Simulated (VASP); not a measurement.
# Ce (Fm-3m) in VASP: notebook, part 2 of 2

VASP 6.6.1. Earlier steps stand in the parts before.

## 4. Single point, RPBE, collinear spin, ferromagnetic start (31.24 Å³/atom)

This run uses another cell than the first one, of 31.24 Å³/atom.

Input file INCAR:

```
PREC = Accurate
ENCUT = 520
EDIFF = 1E-6
ISMEAR = -1
SIGMA = 0.05
LREAL = F
LASPH = T
NELM = 150
ALGO = Normal
ISIF = 2
LWAVE = F
LCHARG = F
ISPIN = 2
MAGMOM = 1
LORBIT = 11
LMAXMIX = 6
GGA = RP
NBANDS = 16
```

Input file KPOINTS:

```
regular mesh
0
Gamma
  15 15 15
```

Input file POSCAR:

```
Ce
1.0
    0.0000000000      2.4996344999      2.4996344999
    2.4996344999      0.0000000000      2.4996344999
    2.4996344999      2.4996344999      0.0000000000
Ce
1
Direct
    0.0000000000      0.0000000000      0.0000000000
```

Potentials or basis: VASP PAW PBE potentials, release 64 (Ce).

On the command line:

```console
$ cat potpaw_PBE.64/Ce/POTCAR > POTCAR
$ mpirun -np 1 vasp_std > vasp.out
```

OUTCAR:

```text
PREC = Accurate
   ENCUT = 520
   EDIFF = 1E-6
   ISMEAR = -1
   LREAL = F
   LASPH = T
   NELM = 150
   ISIF = 2
   ISPIN = 2
   LORBIT = 11
   GGA = RP

 ion  position               nearest neighbor table
   1  0.000  0.000  0.000-

  LATTYP: Found a face centered cubic cell.
 ALAT       =     4.9992689998

  Lattice vectors:

 A1 = (   0.0000000000,   2.4996344999,   2.4996344999)
 A2 = (   2.4996344999,   0.0000000000,   2.4996344999)
 A3 = (   2.4996344999,   2.4996344999,   0.0000000000)
[... 1118 lines left out ...]
  -------------------------------------------------------------------------------------
  Total       -0.6168937     -0.6168937     -0.6168937      0.0000000      0.0000000     -0.0000000
  in kB      -31.6418172    -31.6418172    -31.6418172      0.0000000      0.0000000     -0.0000000
  external PRESSURE =     -31.6418172 kB  Pullay stress =       0.0000000 kB

 VOLUME and BASIS-vectors are now :
 -----------------------------------------------------------------------------
  energy-cutoff  :      520.00
  volume of cell :       31.24
      direct lattice vectors                 reciprocal lattice vectors
     0.000000000  2.499634500  2.499634500    -0.200029244  0.200029244  0.200029244
     2.499634500  0.000000000  2.499634500     0.200029244 -0.200029244  0.200029244
     2.499634500  2.499634500  0.000000000     0.200029244  0.200029244 -0.200029244

 POSITION                                       TOTAL-FORCE (eV/Angst)
 -----------------------------------------------------------------------------------
      0.00000      0.00000      0.00000         0.000000      0.000000      0.000000
 -----------------------------------------------------------------------------------
    total drift:                               -0.000000     -0.000000     -0.000000

  FREE ENERGIE OF THE ION-ELECTRON SYSTEM (eV)
  ---------------------------------------------------
  free  energy   TOTEN  =        -5.4483515468 eV

  energy  without entropy=       -5.4210545499  energy(sigma->0) =       -5.43470305

 total charge

# of ion       s       p       d       f       tot
--------------------------------------------------
    1        2.093   5.605   1.060   0.997   9.754

 magnetization (x)

# of ion       s       p       d       f       tot
--------------------------------------------------
    1        0.000  -0.000   0.000   0.004   0.004
```

OSZICAR:

```text
N       E                     dE             d eps       ncg     rms          rms(c)
DAV:   1     0.905971707381E+02    0.90597E+02   -0.47336E+03  7800   0.879E+02
DAV:   2     0.150547863686E+01   -0.89092E+02   -0.75485E+02 10120   0.148E+02
DAV:   3    -0.557800040749E+01   -0.70835E+01   -0.69213E+01  8624   0.570E+01
DAV:   4    -0.578103645330E+01   -0.20304E+00   -0.20238E+00 13432   0.768E+00
DAV:   5    -0.578547956637E+01   -0.44431E-02   -0.44399E-02  9376   0.908E-01    0.693E+00
DAV:   6    -0.635287586481E+01   -0.56740E+00   -0.82467E+00  7952   0.147E+01    0.956E+00
DAV:   7    -0.554468601810E+01    0.80819E+00   -0.23073E+00  7728   0.152E+01    0.340E+00
DAV:   8    -0.545465027074E+01    0.90036E-01   -0.10743E-01 10824   0.268E+00    0.127E+00
DAV:   9    -0.544630408459E+01    0.83462E-02   -0.25609E-02 10496   0.133E+00    0.312E-01
DAV:  10    -0.544766110741E+01   -0.13570E-02   -0.30447E-03 11056   0.246E-01    0.212E-01
DAV:  11    -0.544829030751E+01   -0.62920E-03   -0.66359E-04 11408   0.188E-01    0.130E-01
DAV:  12    -0.544834684246E+01   -0.56535E-04   -0.10010E-04 11312   0.661E-02    0.525E-02
DAV:  13    -0.544835555676E+01   -0.87143E-05   -0.90229E-06 10832   0.223E-02    0.433E-02
DAV:  14    -0.544834872572E+01    0.68310E-05   -0.10843E-05  8880   0.305E-02    0.254E-02
DAV:  15    -0.544835123756E+01   -0.25118E-05   -0.99091E-06  8776   0.229E-02    0.140E-02
DAV:  16    -0.544835154681E+01   -0.30925E-06   -0.87777E-07  4376   0.955E-03
   1 F= -.54483515E+01 E0= -.54347030E+01  d E =-.272970E-01  mag=     0.0039
```

Run time: 3.6 min. Hardware: 1 thread of Oxide Virtual Turin-like, shared host; peak memory 0.22 GiB.

Results:

```
Free energy                                           : -5.4484 eV
Pressure                                              : -3.2 GPa
Band gap on the k mesh                                : zero (filled and empty bands overlap)
Net moment                                            : 0.01 μB per cell
Valence electrons inside the program's atomic spheres : Ce 9.75
```

Levels at points of the mesh, in eV from the Fermi level:
Spin up:
```tsv
k point	band 2	band 3	band 4	band 5	band 6	band 7	band 8	band 9	band 10	band 11
(0.00, 0.00, 0.00)	-16.46	-16.46	-16.46	-3.16	-0.10	0.32	0.32	0.32	0.89	0.89
```
Spin down:
```
           k point  band 3  band 4  band 5  band 6  band 7  band 8  band 9  band 10
(0.00, 0.00, 0.00)  -16.46  -16.46   -3.16   -0.09    0.32    0.32    0.32     0.90
```

Caveat: the magnetic or orbital state may not be the lowest; the cell stands under tension; the moments typed at the start vanished in this run; the PAW data sets were made with another functional, which shifts forces and pressure a little; spin-orbit coupling is left out, which moves the levels of the heavy elements; semilocal functionals describe open f shells poorly, which spoils levels, moments and volumes. The state reached can hang on the start; a lower one may exist.

## 5. Summary

```csv
cell,gap on the mesh (eV),pressure (GPa),moment (μB)
"a = 3.449 Å, angles 60.0°, 1 atom",none,-1.3,0.00
"a = 3.492 Å, angles 60.0°, 1 atom",none,-2.3,0.00
"a = 3.535 Å, angles 60.0°, 1 atom",none,-3.2,0.01
```

Alike in all rows: task single point; level RPBE; potentials or basis VASP PAW PBE potentials, release 64 (Ce); spin collinear, ferromagnetic start; k mesh 15 × 15 × 15; cutoff (eV) 520; smearing fermi-dirac 0.05 eV.

Caveats: the magnetic or orbital state may not be the lowest; the moments typed at the start vanished in this run; the PAW data sets were made with another functional, which shifts forces and pressure a little; spin-orbit coupling is left out, which moves the levels of the heavy elements; semilocal functionals describe open f shells poorly, which spoils levels, moments and volumes; the cell stands under tension (at least some runs).

Total energies depend on the potentials used, so only differences within one code and one set of settings carry meaning.
